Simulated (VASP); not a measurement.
# RbBr (Fm-3m) in VASP: a series of runs, part 2 of 2

VASP 6.6.1. Earlier steps stand in the parts before.

## (4) Single point, PBEsol

This run uses another cell than the first one, of 23.34 Å³/atom.

Input file INCAR:

```
SYSTEM = RbBr
PREC = Accurate
ENCUT = 520
EDIFF = 1E-6
ISMEAR = -1
SIGMA = 0.05
LREAL = .False.
LASPH = .True.
NELM = 80
ALGO = Normal
ISIF = 2
LWAVE = .False.
LCHARG = .False.
GGA = PS
NBANDS = 15
```

Input file KPOINTS:

```
regular mesh
0
Gamma
  7 7 7
  0 0 0
```

Input file POSCAR:

```
RbBr
1.0
    0.0000000000      2.8578574447      2.8578574447
    2.8578574447      0.0000000000      2.8578574447
    2.8578574447      2.8578574447      0.0000000000
Rb Br
1 1
Direct
    0.0000000000      0.0000000000      0.0000000000
    0.5000000000      0.5000000000      0.5000000000
```

Potentials or basis: VASP PAW PBE potentials, release 64 (Rb_sv, Br).

Run with:

```
cat potpaw_PBE.64/Rb_sv/POTCAR potpaw_PBE.64/Br/POTCAR > POTCAR
mpirun -np 1 vasp_std > vasp.out
```

OUTCAR:

```text
SYSTEM = RbBr
   PREC = Accurate
   ENCUT = 520
   EDIFF = 1E-6
   ISMEAR = -1
   LREAL = .False.
   LASPH = .True.
   NELM = 80
   ISIF = 2
   GGA = PS

 ion  position               nearest neighbor table
   1  0.000  0.000  0.000-   2 2.86   2 2.86   2 2.86   2 2.86   2 2.86   2 2.86
   2  0.500  0.500  0.500-   1 2.86   1 2.86   1 2.86   1 2.86   1 2.86   1 2.86

  LATTYP: Found a face centered cubic cell.
 ALAT       =     5.7157148894

  Lattice vectors:

[... 538 lines left out ...]
     15      15.8339      0.00000

------------------------ aborting loop because EDIFF is reached ----------------------------------------

  FORCE on cell =-STRESS in cart. coord.  units (eV):
  Direction    XX          YY          ZZ          XY          YZ          ZX
  --------------------------------------------------------------------------------------
  -------------------------------------------------------------------------------------
  Total        8.8706277      8.8706277      8.8706277      0.0000000      0.0000000      0.0000000
  in kB      304.4480912    304.4480912    304.4480912      0.0000000      0.0000000      0.0000000
  external PRESSURE =     304.4480912 kB  Pullay stress =       0.0000000 kB

 VOLUME and BASIS-vectors are now :
 -----------------------------------------------------------------------------
  energy-cutoff  :      520.00
  volume of cell :       46.68
      direct lattice vectors                 reciprocal lattice vectors
     0.000000000  2.857857445  2.857857445    -0.174956242  0.174956242  0.174956242
     2.857857445  0.000000000  2.857857445     0.174956242 -0.174956242  0.174956242
     2.857857445  2.857857445  0.000000000     0.174956242  0.174956242 -0.174956242

 POSITION                                       TOTAL-FORCE (eV/Angst)
 -----------------------------------------------------------------------------------
      0.00000      0.00000      0.00000         0.000000     -0.000000      0.000000
      2.85786      2.85786      2.85786        -0.000000      0.000000     -0.000000
 -----------------------------------------------------------------------------------
    total drift:                               -0.000000      0.000000      0.000000

  FREE ENERGIE OF THE ION-ELECTRON SYSTEM (eV)
  ---------------------------------------------------
  free  energy   TOTEN  =        -4.4987386785 eV

  energy  without entropy=       -4.4987386783  energy(sigma->0) =       -4.49873868
```

OSZICAR:

```text
N       E                     dE             d eps       ncg     rms          rms(c)
DAV:   1     0.775870211064E+02    0.77587E+02   -0.74982E+03   600   0.986E+02
DAV:   2    -0.807896222619E+00   -0.78395E+02   -0.70493E+02   840   0.177E+02
DAV:   3    -0.461506932116E+01   -0.38072E+01   -0.37943E+01   742   0.385E+01
DAV:   4    -0.470421374767E+01   -0.89144E-01   -0.89124E-01   851   0.545E+00
DAV:   5    -0.470526516844E+01   -0.10514E-02   -0.10514E-02   796   0.480E-01    0.121E+01
DAV:   6    -0.451543048371E+01    0.18983E+00   -0.21911E-01   712   0.288E+00    0.808E+00
DAV:   7    -0.450221213480E+01    0.13218E-01   -0.17075E-01   768   0.249E+00    0.152E+00
DAV:   8    -0.449841381258E+01    0.37983E-02   -0.24037E-02   691   0.107E+00    0.150E-01
DAV:   9    -0.449860313675E+01   -0.18932E-03   -0.12561E-03   776   0.240E-01    0.578E-02
DAV:  10    -0.449873609353E+01   -0.13296E-03   -0.26579E-04   719   0.103E-01    0.685E-02
DAV:  11    -0.449873802119E+01   -0.19277E-05   -0.28975E-05   698   0.406E-02    0.828E-03
DAV:  12    -0.449873867845E+01   -0.65726E-06   -0.34186E-06   774   0.127E-02
   1 F= -.44987387E+01 E0= -.44987387E+01  d E =-.100701E-09
```

It took 7.6 s on 1 thread of AMD EPYC 9R45 (Zen 5), shared host; peak memory 0.14 GiB.

Results:

| Quantity | Value |
| --- | --- |
| Free energy | -4.4987 eV |
| Pressure | 30.4 GPa |
| Band gap on the k mesh | 3.98 eV |

Caveat: the cell stands under pressure; the PAW data sets were made with another functional, which shifts forces and pressure a little; an odd mesh through Γ misses points on the zone boundary, where band edges can lie. A hybrid or GW would open this gap; PBEsol tends to underestimate it.

## (5) Single point, PBEsol

This run uses another cell than the first one, of 25.52 Å³/atom.

Input file INCAR:

```
SYSTEM = RbBr
PREC = Accurate
ENCUT = 520
EDIFF = 1E-6
ISMEAR = -1
SIGMA = 0.05
LREAL = .FALSE.
LASPH = .TRUE.
NELM = 80
ALGO = Normal
ISIF = 2
LWAVE = .FALSE.
LCHARG = .FALSE.
GGA = PS
NBANDS = 15
```

Input file KPOINTS:

```
Automatic mesh
0
G
  7 7 7
  0 0 0
```

Input file POSCAR:

```
RbBr
1.0
    0.0000000000      2.9442197523      2.9442197523
    2.9442197523      0.0000000000      2.9442197523
    2.9442197523      2.9442197523      0.0000000000
Rb Br
1 1
Direct
    0.0000000000      0.0000000000      0.0000000000
    0.5000000000      0.5000000000      0.5000000000
```

Run with:

```
cat potpaw_PBE.64/Rb_sv/POTCAR potpaw_PBE.64/Br/POTCAR > POTCAR
mpirun -np 1 vasp_std > vasp.out
```

Wall time 8.1 s (1 thread of AMD EPYC 9R45 (Zen 5), shared host); peak memory 0.15 GiB.

The run converged. Its results:

```yaml
Free_energy: -5.1801 eV
Pressure: 20.3 GPa
Band_gap_on_the_k_mesh: 4.41 eV (least direct gap 4.45 eV)
```

Levels at points of the mesh, in eV from the valence-band top:
```csv
k point,band 5,band 6,band 7,band 8,band 9,band 10,band 11,band 12
"(0.00, 0.00, 0.00)",-7.98,0.00,0.00,0.00,5.63,6.77,6.77,6.77
```

Caveat: the cell stands under pressure; the PAW data sets were made with another functional, which shifts forces and pressure a little; an odd mesh through Γ misses points on the zone boundary, where band edges can lie.

## (6) Single point, PBEsol

This run uses another cell than the first one, of 29.18 Å³/atom.

Input file INCAR:

```
SYSTEM = RbBr
  PREC = Accurate
  ENCUT = 520
  EDIFF = 1E-6
  ISMEAR = -1
  SIGMA = 0.05
  LREAL = .False.
  LASPH = .True.
  NELM = 80
  ALGO = Normal
  ISIF = 2
  LWAVE = .False.
  LCHARG = .True.
  GGA = PS
  LELF = .True.
  LVHAR = .True.
  NBANDS = 15
```

Input file KPOINTS:

```
Automatic mesh
0
Gamma
  7 7 7
  0 0 0
```

Input file POSCAR:

```
RbBr
1.0
    0.0000000000      3.0785260378      3.0785260378
    3.0785260378      0.0000000000      3.0785260378
    3.0785260378      3.0785260378      0.0000000000
Rb Br
1 1
Direct
    0.0000000000      0.0000000000      0.0000000000
    0.5000000000      0.5000000000      0.5000000000
```

Potentials or basis: VASP PAW PBE potentials, release 64 (Rb_sv, Br).

Run with:

```
cat potpaw_PBE.64/Rb_sv/POTCAR potpaw_PBE.64/Br/POTCAR > POTCAR
mpirun -np 1 vasp_std > vasp.out
```

Wall time 9.5 s (1 thread of AMD EPYC 9R45 (Zen 5), shared host); peak memory 0.15 GiB.

Results (log left out):

```
Free energy            : -5.8506 eV
Pressure               : 10.2 GPa
Band gap on the k mesh : 4.88 eV (least direct gap 5.00 eV)
```

Levels at points of the mesh, in eV from the valence-band top:
```tsv
k point	band 4	band 5	band 6	band 7	band 8	band 9	band 10	band 11	band 12	band 13
(0.00, 0.00, 0.00)	-8.01	-8.01	0.00	0.00	0.00	5.12	7.01	7.01	7.01	8.19
```

Caveat: the cell stands under pressure; the PAW data sets were made with another functional, which shifts forces and pressure a little; an odd mesh through Γ misses points on the zone boundary, where band edges can lie.

## (7) The runs side by side

```tsv
level	potentials or basis	cell	cutoff (eV)	smearing	gap on the mesh (eV)	pressure (GPa)
LDA	VASP PAW LDA potentials, release 64 (Rb_sv, Br)	a = 4.847 Å, angles 60.0°, 2 atoms	500	gaussian 0.02 eV	3.96	-1.2
PBE	VASP PAW PBE potentials, release 64 (Rb_sv, Br)	a = 4.847 Å, angles 60.0°, 2 atoms	500	gaussian 0.05 eV	4.36	1.0
PBEsol	VASP PAW PBE potentials, release 64 (Rb_sv, Br)	a = 4.042 Å, angles 60.0°, 2 atoms	520	fermi-dirac 0.05 eV	3.98	30.4
PBEsol	VASP PAW PBE potentials, release 64 (Rb_sv, Br)	a = 4.164 Å, angles 60.0°, 2 atoms	520	fermi-dirac 0.05 eV	4.41	20.3
PBEsol	VASP PAW PBE potentials, release 64 (Rb_sv, Br)	a = 4.354 Å, angles 60.0°, 2 atoms	520	fermi-dirac 0.05 eV	4.88	10.2
```

Alike in all rows: task single point; no spin polarisation; k mesh 7 × 7 × 7.

Caveats: an odd mesh through Γ misses points on the zone boundary, where band edges can lie (at least some runs); the cell stands under pressure (at least some runs); the PAW data sets were made with another functional, which shifts forces and pressure a little (at least some runs).

Total energies depend on the potentials used, so only differences within one code and one set of settings carry meaning.
